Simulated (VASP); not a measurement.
The system is ZnO.

```xyz
2
Lattice="4.0417 0.0000 0.0000 0.0000 4.0417 0.0000 0.0000 0.0000 3.4540" Properties=species:S:1:pos:R:3 pbc="T T T"
Zn    0.0000    0.0000    0.0000
O     0.0000    0.0000    1.7270
```

The cell was built from a structure type or drawn by symmetry, and may not be a known phase.

```yaml
Program: VASP 6.6.1
Task: relaxation of cell and atoms
Functional: PBE
Potentials_or_basis: VASP PAW PBE potentials, release 64 (Zn, O)
Cutoff: 600 eV
k_mesh: 8 × 8 × 8
Occupations: gaussian, width 0.02 eV
Spin: no spin polarisation
```

At the start: pressure 0.8 GPa; volume 28.21 Å³/atom.

How do energy, volume and symmetry change on relaxing?

Over 18 steps the energy falls by 5.9 meV/atom and the volume is 35.29 Å³/atom (+25.1 %); space group P4/mmm (No. 123, to 0.1 Å) before and after.

Step by step:
```
step  energy change (eV)  largest force (eV/Å)  pressure (GPa)  volume (Å³)
   1              0.0000                0.0000            0.82        56.42
   2              0.0099                0.0000           -1.59        57.61
   3             -0.0016                0.0000            0.11        56.74
   4             -0.0016                0.0000            0.17        56.73
   5             -0.0020                0.0000            0.15        56.97
   6             -0.0030                0.0000            0.11        57.68
   7             -0.0047                0.0000            0.05        59.12
   8             -0.0077                0.0000           -0.09        62.05
   9             -0.0110                0.0000           -0.29        68.13
  10             -0.0115                0.0000           -0.10        68.38
  11             -0.0116                0.0000            0.02        68.59
  12             -0.0115                0.0000            0.25        69.00
  13             -0.0117                0.0000            0.10        68.72
  14             -0.0117                0.0000            0.10        68.85
  15             -0.0117                0.0000            0.11        69.23
  16             -0.0117                0.0000            0.13        70.00
  17             -0.0118                0.0000            0.08        70.22
  18             -0.0118                0.0000           -0.01        70.58
```

Final structure:
```
Zn O
1.0
     4.50836    0.00000    0.00000
     0.00000    4.50836    0.00000
     0.00000    0.00000    3.47237
Zn O
1 1
Direct
  0.00000 0.00000 0.00000
  0.00000 0.00000 0.50000
```

Caveat: the volume moved by over 15 % at a fixed basis, so the end points are rough.
